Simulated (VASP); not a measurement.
Ta4In:

```
Ta In
1.0
    -3.66400    3.66400    1.63850
     3.66400   -3.66400    1.63850
     3.66400    3.66400   -1.63850
Ta In
4 1
Direct
  0.40000 0.80000 0.20000
  0.20000 0.40000 0.60000
  0.60000 0.20000 0.80000
  0.80000 0.60000 0.40000
  0.00000 0.00000 0.00000
```

```yaml
Program: VASP 6.6.1
Task: relaxation of cell and atoms
Functional: PBE
Potentials_or_basis: VASP PAW PBE potentials, release 64 (Ta_pv, In_d)
Cutoff: 600 eV
k_mesh: 5 × 5 × 5
Occupations: gaussian, width 0.2 eV
Spin: no spin polarisation
```

At the start: pressure 15.4 GPa; volume 17.60 Å³/atom.

Where does the relaxation end?

Over 9 steps the energy falls by 114.0 meV/atom and the volume is 19.12 Å³/atom (+8.7 %); space group I4/m (No. 87, to 0.1 Å) before and after.

Step by step:
| step | energy change (eV) | largest force (eV/Å) | pressure (GPa) | volume (Å³) |
| --- | --- | --- | --- | --- |
| 1 | 0.0000 | 1.0900 | 15.45 | 87.99 |
| 2 | 0.6452 | 0.8506 | -20.15 | 111.38 |
| 3 | -0.4096 | 0.8672 | -2.42 | 96.22 |
| 4 | -0.4106 | 0.8721 | -1.74 | 95.83 |
| 5 | -0.5480 | 0.3346 | -0.19 | 95.34 |
| 6 | -0.5661 | 0.0990 | 0.82 | 95.08 |
| 7 | -0.5662 | 0.0784 | -1.28 | 96.31 |
| 8 | -0.5684 | 0.0887 | -0.24 | 95.70 |
| 9 | -0.5699 | 0.0610 | -0.08 | 95.62 |

Final structure:
```
CELL_PARAMETERS angstrom
-3.69779 3.69779 1.74829
3.69779 -3.69779 1.74829
3.69779 3.69779 -1.74829
ATOMIC_POSITIONS crystal
Ta 0.40267 0.81090 0.21357
Ta 0.18910 0.40267 0.59176
Ta 0.59733 0.18910 0.78643
Ta 0.81090 0.59733 0.40824
In 0.00000 0.00000 0.00000
```

Caveat: the k points lie up to 0.40 Å⁻¹ apart in the final cell, too coarse for converged energies and pressures of a metal; the relaxation stopped at a loose force limit of 0.08 eV/Å, so its end isn't a converged minimum.
